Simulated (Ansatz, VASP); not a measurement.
**One calculation of Sc2GaS, two programs**

```xyz
4
Lattice="3.5714 0.0000 0.0000 0.0000 3.6885 3.7101 0.0000 -3.6885 3.7101" Properties=species:S:1:pos:R:3 pbc="T T T"
Sc    0.0000    1.8442    3.4011
Sc    0.0000   -1.8442    3.4011
Ga    0.0000    0.0000    5.2562
S     0.0000    0.0000    1.5461
```

Alike in both runs: functional PBE; k mesh 6 × 4 × 4; occupations gaussian, width 0.1 eV; no spin polarisation.

Ansatz relaxed the structure, and its values are those at the end. VASP's run is a single point on that final structure, the one shown.

|  | VASP | Ansatz |
| --- | --- | --- |
| version | VASP 6.6.1 | Ansatz 0.2.0 |
| potentials or method | VASP PAW PBE potentials, release 64 (Sc_sv, Ga_d, S), cutoff 520 eV | scalar-relativistic, plane waves, PAW |
| valence electrons in the cell | 41 | 41 |

Ansatz gave:

```
gap on the k mesh at the Fermi level (eV) : none
pressure (GPa)                            : 0.0
```

Q: Estimate VASP's values.

A: gap on the k mesh at the Fermi level (eV): none; pressure (GPa): 0.2.

A gap of «none» marks a metal or a gap that the smearing closes.
